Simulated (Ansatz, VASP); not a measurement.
## HfBe3: VASP beside Ansatz

```xyz
4
Lattice="3.6756 0.0000 0.0000 0.0000 3.6756 0.0000 0.0000 0.0000 3.6756" Properties=species:S:1:pos:R:3 pbc="T T T"
Hf    0.0000    0.0000    0.0000
Be    0.0000    1.8378    1.8378
Be    1.8378    0.0000    1.8378
Be    1.8378    1.8378    0.0000
```

Alike in both runs: functional PBE; k mesh 6 × 6 × 6; occupations gaussian, width 0.1 eV; no spin polarisation.

Ansatz relaxed the structure, and its values are those at the end. VASP's run is a single point on that final structure, the one shown.

```csv
,VASP,Ansatz
version,VASP 6.6.1,Ansatz 0.2.0
potentials or method,"VASP PAW PBE potentials, release 64 (Hf_pv, Be), cutoff 520 eV","scalar-relativistic, plane waves, PAW"
valence electrons in the cell,16,32
```

Ansatz gave:

```
gap on the k mesh at the Fermi level (eV) : none
pressure (GPa)                            : 0.0
```

Question: What did VASP give for the same quantities?

Answer: gap on the k mesh at the Fermi level (eV): none; pressure (GPa): 0.3.

A gap of «none» marks a metal or a gap that the smearing closes. VASP's potentials hold 16 valence electrons a cell and Ansatz's 32, so a difference there can come from the potentials and not from the codes.

Neither program's run includes spin-orbit coupling.
